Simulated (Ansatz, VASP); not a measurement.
# Re in VASP and in Ansatz

```
Re
1.0
    -0.01975    1.96513    1.96513
     1.96513   -0.01975    1.96513
     1.96513    1.96513   -0.01975
Re
1
Direct
  0.00000 0.00000 0.00000
```

Change from the starting cell: equal xy, yz and zx shear strains of -1 %, crystal datasets.

Alike in both runs: task electric field gradients; functional LDA; k mesh 14 × 14 × 14; occupations fermi-dirac, width 0.03 eV; no spin polarisation.

|  | VASP | Ansatz |
| --- | --- | --- |
| version | VASP 6.6.1 | Ansatz 0.2.0 |
| potentials or method | VASP PAW LDA potentials, release 64 (Re), cutoff 520 eV | all-electron PAW with datasets made for the crystal, scalar-relativistic |

```csv
,VASP,Ansatz,Ansatz less VASP
pressure (GPa),-23.1,-23.7,-0.59
"traceless stress, the component that is largest in VASP (GPa)",1.43,1.37,-0.065
size of Vzz on the site where it differs most (V/Å²),33.8,30.2,-3.62
```

LDA's correlation is that of Perdew and Zunger in VASP and of Perdew and Wang (1992) in Ansatz. Ansatz ran all-electron here, and VASP with PAW potentials.

Neither program's run includes spin-orbit coupling.
